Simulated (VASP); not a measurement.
Runs of VASP 6.6.1 on MgTl. The structure is that of space group Pm-3m (No. 221), or close to it. The cells are those of the table. 

| task | cell | gap on the mesh (eV) | pressure (GPa) |
| --- | --- | --- | --- |
| single point | a = 3.599, b = 3.599, c = 3.635 Å, 2 atoms | none | -2.0 |
| electric field gradients | a = 3.635 Å, angles 89.4°, 2 atoms | none | -2.7 |
| electric field gradients | a = 3.683 Å, 2 atoms | none | (a) |
| electric field gradients | a = 3.635 Å, angles 88.8°, 2 atoms | none | -2.7 |
| single point | a = 3.562, b = 3.562, c = 3.635 Å, 2 atoms | none | -1.2 |
| electric field gradients | a = 3.635 Å, angles 90.6°, 2 atoms | none | -2.7 |
| electric field gradients | a = 3.635 Å, angles 91.1°, 2 atoms | none | -2.7 |
| electric field gradients | a = 3.599, b = 3.599, c = 3.635 Å, 2 atoms | none | -2.0 |

Alike in all rows: level LDA; potentials or basis VASP PAW LDA potentials, release 64 (Mg, Tl_d); no spin polarisation; k mesh 9 × 9 × 9; cutoff (eV) 520; smearing fermi-dirac 0.05 eV.

Question: Estimate the missing entries.

Answer: (a) -3.9.

Caveats: spin-orbit coupling is left out, which moves the levels of the heavy elements; the cell stands under tension (at least some runs).

A k mesh can miss the band edges, and the runs leave out spin-orbit coupling on Tl.

A gap of «none» marks levels without a gap at the run's occupations.
